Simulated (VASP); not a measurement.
A run of VASP 6.6.1:

INCAR

```
SYSTEM = InSe
PREC = Accurate ; ENCUT = 520
EDIFF = 1E-7 ; ISMEAR = -1
SIGMA = 0.02 ; LREAL = .FALSE.
LASPH = .TRUE. ; NELM = 100
ALGO = Normal ; ISIF = 2
LWAVE = .FALSE. ; LCHARG = .TRUE.
GGA = PE ; LELF = .TRUE.
LVHAR = .TRUE. ; NBANDS = 27
```

File KPOINTS:

```
Automatic mesh
0
G
  8 8 8
  0 0 0
```

File POSCAR:

```
InSe
1.0
    2.0578059996      1.1880748478      8.4106659677
   -2.0578059996      1.1880748478      8.4106659677
    0.0000000000     -2.3761496956      8.4106659677
In Se
2 2
Direct
    0.0001953658      0.0001953658      0.0001953658
    0.1111271604      0.1111271604      0.1111271604
    0.6186241189      0.6186241189      0.6186241189
    0.8260533548      0.8260533548      0.8260533548
```

Potentials or basis: VASP PAW PBE potentials, release 64 (In_d, Se).

Run with:

```bash
$ cat potpaw_PBE.64/In_d/POTCAR potpaw_PBE.64/Se/POTCAR > POTCAR
$ mpirun -np 1 vasp_std > vasp.out
```

Hardware: 1 thread of Intel(R) Xeon(R) 6975P-C (Granite Rapids) (shared host).

Problem. How long does it take, and how much memory?

Solution. Wall time 14 min on 1 thread of Intel(R) Xeon(R) 6975P-C (Granite Rapids) (shared host), peak memory 0.74 GiB. Counts: scf iterations 16, k points 65.
